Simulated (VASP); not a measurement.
# SnO (Pmn2_1) in VASP: single point with PBE

Aim: the single point of SnO with PBE.

All numbers are computed with VASP 6.6.1; they aren't measurements. Logs are shortened: lines on timing, memory, paths and dates and some standing lists are left out, and cuts for length are marked.

## (1) The cell of the first run

Symmetry: Pmn2_1, No. 31, orthorhombic system. Conventional cell: a = 3.355 Å, b = 5.674 Å, c = 4.222 Å, α = 90.00°, β = 90.00°, γ = 90.00°. Within 2.8 Å of Sn (site symmetry m) lie 3 O at 2.15 to 2.16 Å. O (site symmetry m) has 3 Sn at 2.15 to 2.16 Å within 2.8 Å.

## (2) Single point, PBE

INCAR reads:

```
  ALGO = Normal
  EDIFF = 1E-6
  ENCUT = 520
  GGA = PE
  ISIF = 2
  ISMEAR = 0
  LASPH = T
  LCHARG = F
  LREAL = F
  LWAVE = F
  NBANDS = 28
  NELM = 60
  PREC = Accurate
  SIGMA = 0.05
```

KPOINTS reads:

```
k-points
0
Gamma
  8 6 8
```

POSCAR reads:

```
SnO
1.0
    3.3550050000      0.0000000000      0.0000000000
    0.0000000000      5.6741040000      0.0000000000
    0.0000000000      0.0000000000      4.2219700000
Sn O
2 2
Direct
    0.0000000000      0.2319090000      0.5131440000
    0.5000000000      0.7680910000      0.0131440000
    0.0000000000      0.8912500000      0.7368570000
    0.5000000000      0.1087500000      0.2368570000
```

Potentials or basis: VASP PAW PBE potentials, release 64 (Sn_d, O).

Launch:

```console
$ cat potpaw_PBE.64/Sn_d/POTCAR potpaw_PBE.64/O/POTCAR > POTCAR
$ mpirun -np 1 vasp_std > vasp.out
```

OUTCAR:

```text
EDIFF = 1E-6
   ENCUT = 520
   GGA = PE
   ISIF = 2
   ISMEAR = 0
   LASPH = T
   LREAL = F
   NELM = 60
   PREC = Accurate

 ion  position               nearest neighbor table
   1  0.000  0.232  0.513-   3 2.15   4 2.16   4 2.16
   2  0.500  0.768  0.013-   4 2.15   3 2.16   3 2.16
   3  0.000  0.891  0.737-   1 2.15   2 2.16   2 2.16
   4  0.500  0.109  0.237-   2 2.15   1 2.16   1 2.16

  LATTYP: Found a simple orthorhombic cell.
 ALAT       =     3.3550050000
 B/A-ratio  =     1.2584094510
 C/A-ratio  =     1.6912356315

  Lattice vectors:

 A1 = (  -3.3550050000,   0.0000000000,   0.0000000000)
 A2 = (   0.0000000000,   0.0000000000,   4.2219700000)
 A3 = (   0.0000000000,   5.6741040000,   0.0000000000)

Analysis of symmetry for initial positions (statically):
=====================================================================
 Subroutine PRICEL returns:
 Original cell was already a primitive cell.

 Routine SETGRP: Setting up the symmetry group for a
 simple orthorhombic supercell.

 Subroutine GETGRP returns: Found  4 space group operations
 (whereof  2 operations were pure point group operations)
 out of a pool of  8 trial point group operations.

The static configuration has the point symmetry C_1h.
 The point group associated with its full space group is C_2v.

Analysis of symmetry for dynamics (positions and initial velocities):
=====================================================================
 Subroutine PRICEL returns:
 Original cell was already a primitive cell.

 Routine SETGRP: Setting up the symmetry group for a
 simple orthorhombic supercell.

 Subroutine GETGRP returns: Found  4 space group operations
 (whereof  2 operations were pure point group operations)
 out of a pool of  8 trial point group operations.

The dynamic configuration has the point symmetry C_1h.
 The point group associated with its full space group is C_2v.

 Subroutine INISYM returns: Found  4 space group operations
 (whereof  2 operations are pure point group operations),
 and found     1 'primitive' translations

----------------------------------------------------------------------------------------

                                     Primitive cell

  volume of cell :      80.3722

  direct lattice vectors                    reciprocal lattice vectors
     3.355005000  0.000000000  0.000000000     0.298062149  0.000000000  0.000000000
     0.000000000  5.674104000  0.000000000     0.000000000  0.176239279  0.000000000
     0.000000000  0.000000000  4.221970000     0.000000000  0.000000000  0.236856254

  length of vectors
     3.355005000  5.674104000  4.221970000     0.298062149  0.176239279  0.236856254

  position of ions in fractional coordinates (direct lattice)
     0.000000000  0.231909000  0.513144000
     0.500000000  0.768091000  0.013144000
     0.000000000  0.891250000  0.736857000
     0.500000000  0.108750000  0.236857000

  ion indices of the primitive-cell ions
   primitive index   ion index
                 1           1
                 2           2
                 3           3
                 4           4

----------------------------------------------------------------------------------------

 KPOINTS: k-points

Automatic generation of k-mesh.
 Grid dimensions read from file:
 generate k-points for:    8    6    8

 Generating k-lattice:

  Cartesian coordinates                     Fractional coordinates (reciprocal lattice)
     0.037257769  0.000000000  0.000000000     0.125000000  0.000000000  0.000000000
     0.000000000  0.029373213  0.000000000     0.000000000  0.166666667  0.000000000
     0.000000000  0.000000000  0.029607032     0.000000000  0.000000000  0.125000000

  Length of vectors
     0.037257769  0.029373213  0.029607032

  Shift w.r.t. Gamma in fractional coordinates (k-lattice)
     0.000000000  0.000000000  0.000000000

 Subroutine IBZKPT returns following result:
 ===========================================

 Found    100 irreducible k-points:

 Following reciprocal coordinates:
            Coordinates               Weight
  0.000000  0.000000  0.000000      1.000000
  0.125000  0.000000  0.000000      2.000000
  0.250000  0.000000  0.000000      2.000000
  0.375000  0.000000  0.000000      2.000000
  0.500000  0.000000  0.000000      1.000000
  0.000000  0.166667  0.000000      2.000000
[... 16 lines left out ...]
  0.250000  0.000000  0.125000      4.000000
  0.375000  0.000000  0.125000      4.000000
 [... further k-points ...]
   k-points           NKPTS =    100   k-points in BZ     NKDIM =    100   number of bands    NBANDS=     28
   number of dos      NEDOS =    301   number of ions     NIONS =      4
   total plane-waves  NPLWV =  37632
   dimension x,y,z NGX =    28 NGY =   42 NGZ =   32
   dimension x,y,z NGXF=    56 NGYF=   84 NGZF=   64
   ions per type =               2   2
   NGX,Y,Z   is equivalent  to a cutoff of  13.87, 12.31, 12.60 a.u.
   NGXF,Y,Z  is equivalent  to a cutoff of  27.75, 24.61, 25.20 a.u.
 SYSTEM =  unknown system
   PREC   = accura    normal or accurate (medium, high low for compatibility)
   ISTART =      0    job   : 0-new  1-cont  2-samecut
   ICHARG =      2    charge: 1-file 2-atom 10-const
   ISPIN  =      1    spin polarized calculation?
   LNONCOLLINEAR =      F non collinear calculations
   LSORBIT =      F    spin-orbit coupling
   LASPH  =      T    aspherical Exc in radial PAW
   ENCUT  =  520.0 eV  38.22 Ry    6.18 a.u.   6.24 10.55  7.85*2*pi/ulx,y,z
   NELM   =     60;   NELMIN=  2; NELMDL= -5     # of ELM steps
   EDIFF  = 0.1E-05   stopping-criterion for ELM
   LREAL  =      F    real-space projection
   EDIFFG = 0.1E-04   stopping-criterion for IOM
   NSW    =      0    number of steps for IOM
   IBRION =     -1    ionic relax: 0-MD 1-quasi-New 2-CG
   NFREE  =      0    steps in history (QN), initial steepest desc. (CG)
   ISIF   =      2    stress and relaxation
   ISYM   =      2    0-nonsym 1-usesym 2-fastsym
   POTIM  = 0.5000    time-step for ionic-motion
   TEBEG  =    0.0;   TEEND  =   0.0 temperature during run
   PSTRESS=    0.0 pullay stress
   NELECT =      40.0000    total number of electrons
   NUPDOWN=      -1.0000    fix difference up-down
   EMIN   =  10.00;   EMAX   =-10.00  energy-range for DOS
   EFERMI =   0.00;   METHOD = LEGACY
   ISMEAR =     0;   SIGMA  =   0.05  broadening in eV -4-tet -1-fermi 0-gaus
   EFERMI_NEDOS =   21; number of points for ismear=-14 and -15
   IALGO  =     38    algorithm
   IMIX   =      4    mixing-type and parameters
     AMIX     =   0.40;   BMIX     =  1.00
     AMIX_MAG =   1.60;   BMIX_MAG =  1.00
  volume/ion in A,a.u.               =      20.09       135.59
  Fermi-wavevector in a.u.,A,eV,Ry     =   1.297357  2.451650 22.900458  1.683136
  Thomas-Fermi vector in A             =   2.428755
   LORBIT       =      0    0 simple, 1 ext, 2 COOP (PROOUT), +10 PAW based schemes
   GGA     = PE    functional components
   LHFCALC =     F    Hartree Fock is set to
   AEXX    =    0.0000 exact exchange contribution
   IVDW    =     0    specifies the selected vdW correction
   LEPSILON=     F    determine dielectric tensor
   LRPA    =     F    only Hartree local field effects (RPA)
 non-spin polarized calculation
 Gauss-broadening in eV      SIGMA  =   0.05
  energy-cutoff  :      520.00
  volume of cell :       80.37
 maximum number of plane-waves:      2183
 NGX is ok and might be reduce to    28
   NGX = 13   NGY = 21   NGZ = 15

 number of electron      39.9999992 magnetization

 Free energy of the ion-electron system (eV)
  ---------------------------------------------------
  ext. energy  EPLUGINS =         0.00000000
  ---------------------------------------------------
  free energy    TOTEN  =       -22.44303853 eV

  energy without entropy =      -22.44303853  energy(sigma->0) =      -22.44303853

 E-fermi :   5.0953     XC(G=0):  -9.5358

 val. band max:        4.8532631565   @ k =   0.0000   0.0000   0.0000
 cond. band min:       6.2525693927   @ k =   0.3750   0.5000   0.0000
 fundamental gap:      1.3993062362
 Fermi energy:         5.0953365794

 k-point     1 :       0.0000    0.0000    0.0000
  band No.  band energies     occupation
      1     -16.3641      2.00000
      2     -16.0462      2.00000
      3     -15.9647      2.00000
      4     -15.9390      2.00000
      5     -15.9116      2.00000
      6     -15.8786      2.00000
[... 20 lines left out ...]
     27      13.6375      0.00000
     28      14.2342      0.00000

 k-point     2 :       0.1250    0.0000    0.0000
  band No.  band energies     occupation
      1     -16.3571      2.00000
      2     -16.0355      2.00000
      3     -15.9741      2.00000
      4     -15.9556      2.00000
      5     -15.9195      2.00000
      6     -15.8792      2.00000
[... 20 lines left out ...]
     27      13.6598      0.00000
     28      14.3530      0.00000

 k-point     3 :       0.2500    0.0000    0.0000
  band No.  band energies     occupation
      1     -16.3490      2.00000
      2     -16.1247      2.00000
      3     -15.9495      2.00000
      4     -15.9379      2.00000
      5     -15.9231      2.00000
      6     -15.8852      2.00000
[... 20 lines left out ...]
     27      13.2450      0.00000
     28      14.5267      0.00000

 k-point     4 :       0.3750    0.0000    0.0000
  band No.  band energies     occupation
      1     -16.3455      2.00000
      2     -16.2436      2.00000
      3     -15.9323      2.00000
      4     -15.9162      2.00000
      5     -15.9018      2.00000
      6     -15.8901      2.00000
[... 578 lines left out ...]
     27      13.9951      0.00000
     28      14.9959      0.00000

 k-point    23 :       0.2500    0.0000    0.1250
  band No.  band energies     occupation
      1     -16.3442      2.00000
      2     -16.1387      2.00000
      3     -15.9494      2.00000
      4     -15.9391      2.00000
      5     -15.9216      2.00000
      6     -15.8899      2.00000
[... 20 lines left out ...]
     27      13.6616      0.00000
     28      15.1427      0.00000

 k-point    24 :       0.3750    0.0000    0.1250
  band No.  band energies     occupation
      1     -16.3454      2.00000
      2     -16.2520      2.00000
      3     -15.9355      2.00000
      4     -15.9226      2.00000
      5     -15.8991      2.00000
      6     -15.8887      2.00000
[... 20 lines left out ...]
     27      13.7344      0.00000
     28      15.1548      0.00000

 [... further k-points ...]

------------------------ aborting loop because EDIFF is reached ----------------------------------------

  FORCE on cell =-STRESS in cart. coord.  units (eV):
  Direction    XX          YY          ZZ          XY          YZ          ZX
  --------------------------------------------------------------------------------------
  -------------------------------------------------------------------------------------
  Total        0.1897060      0.3372566      0.2616679      0.0000000      0.0000000      0.0000000
  in kB        3.7816912      6.7230351      5.2162137      0.0000000      0.0000000      0.0000000
  external PRESSURE =       5.2403133 kB  Pullay stress =       0.0000000 kB

 VOLUME and BASIS-vectors are now :
 -----------------------------------------------------------------------------
  energy-cutoff  :      520.00
  volume of cell :       80.37
      direct lattice vectors                 reciprocal lattice vectors
     3.355005000  0.000000000  0.000000000     0.298062149  0.000000000  0.000000000
     0.000000000  5.674104000  0.000000000     0.000000000  0.176239279  0.000000000
     0.000000000  0.000000000  4.221970000     0.000000000  0.000000000  0.236856254

 POSITION                                       TOTAL-FORCE (eV/Angst)
 -----------------------------------------------------------------------------------
      0.00000      1.31588      2.16648         0.000000     -0.038650      0.000005
      1.67750      4.35823      0.05549         0.000000      0.038650      0.000005
      0.00000      5.05705      3.11099         0.000000      0.061828     -0.000005
      1.67750      0.61706      1.00000         0.000000     -0.061828     -0.000005
 -----------------------------------------------------------------------------------
    total drift:                                0.000000      0.000000      0.000078

  FREE ENERGIE OF THE ION-ELECTRON SYSTEM (eV)
  ---------------------------------------------------
  free  energy   TOTEN  =       -22.4430385281 eV

  energy  without entropy=      -22.4430385281  energy(sigma->0) =      -22.44303853
```

It took 2.6 min on 1 thread of Intel Xeon Platinum 8488C (Sapphire Rapids), shared host; peak memory 0.31 GiB.

Results:

```yaml
Free_energy: -22.4430 eV
Pressure: 0.5 GPa
Largest_force: 0.062 eV/Å
Band_gap_on_the_k_mesh: 1.40 eV (least direct gap 2.04 eV)
```

Forces on the atoms (eV/Å):
```
Sn   0.000 -0.039  0.000
Sn   0.000  0.039  0.000
O    0.000  0.062  0.000
O    0.000 -0.062  0.000
```

Levels at points of the mesh, in eV from the valence-band top:
| k point | band 18 | band 19 | band 20 | band 21 | band 22 | band 23 |
| --- | --- | --- | --- | --- | --- | --- |
| (0.00, 0.00, 0.00) | -2.62 | -2.03 | 0.00 | 2.68 | 3.18 | 5.91 |
| (0.50, 0.00, 0.00) | -2.56 | -1.24 | -1.24 | 2.60 | 2.60 | 5.53 |
| (0.00, 0.50, 0.00) | -2.64 | -1.58 | -1.36 | 3.36 | 3.91 | 4.86 |
| (0.50, 0.50, 0.00) | -2.63 | -0.89 | -0.89 | 1.89 | 1.89 | 6.27 |
| (0.00, 0.00, 0.50) | -3.17 | -1.65 | -1.65 | 2.69 | 2.69 | 5.23 |
| (0.50, 0.00, 0.50) | -3.12 | -1.07 | -1.07 | 2.10 | 2.10 | 4.63 |
| (0.00, 0.50, 0.50) | -2.89 | -1.50 | -1.50 | 1.93 | 1.93 | 6.01 |
| (0.50, 0.50, 0.50) | -3.40 | -0.43 | -0.43 | 2.43 | 2.43 | 4.17 |

Caveat: spin-orbit coupling is left out, which moves the levels of the heavy elements. A k mesh can miss the band edges.
